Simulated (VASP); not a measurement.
Here is a VASP 6.6.1 calculation.

POSCAR

```
MnSe
1.0
    0.0000000000      2.6772000000      2.9100000000
    2.6772000000      0.0000000000      2.9100000000
    2.6772000000      2.6772000000      0.0000000000
Mn Se
1 1
Direct
    0.0000000000      0.0000000000      0.0000000000
    0.7500000000      0.7500000000      0.7500000000
```

File INCAR.step1:

```
PREC = Accurate
ENCUT = 520
ISMEAR = 0
SIGMA = 0.05
LREAL = F
LASPH = T
NELM = 150
ISPIN = 2
MAGMOM = 4.8 0
LMAXMIX = 4
NBANDS = 20
GGA = PE
ALGO = Normal
EDIFF = 1E-4
LWAVE = T
LCHARG = F
```

Contents of INCAR.step2:

```
PREC = Accurate
ENCUT = 520
EDIFF = 1E-6
ISMEAR = 0
SIGMA = 0.05
LREAL = F
LASPH = T
NELM = 150
ALGO = Normal
ISIF = 2
LWAVE = F
LCHARG = F
ISPIN = 2
MAGMOM = 4.8 0
LORBIT = 11
LMAXMIX = 4
METAGGA = R2SCAN
LMIXTAU = T
NBANDS = 20
ISTART = 1
```

KPOINTS

```
Automatic mesh
0
Gamma
  10 10 10
```

Potentials or basis: VASP PAW PBE potentials, release 64 (Mn_pv, Se).

Launch:

```console
$ cat potpaw_PBE.64/Mn_pv/POTCAR potpaw_PBE.64/Se/POTCAR > POTCAR
$ cp INCAR.step1 INCAR
$ mpirun -np 1 vasp_std > vasp.out
$ cp INCAR.step2 INCAR
$ mpirun -np 1 vasp_std > vasp.out
```

(1) Predict the pressure.

(2) Predict the net moment.

(3) Predict the site moments.

Answers

(1) 17.7 GPa.

(2) 4.88 μB per cell.

(3) Mn +4.34; Se +0.10 μB.

Caveat: the cell differs from its parent crystal (strain -0.080 along x and y, +0.000 along z); the cell stands under pressure; the PAW data sets were made with another functional, which shifts forces and pressure a little; a cell with one magnetic atom can't hold antiferromagnetic order, which such compounds often take.
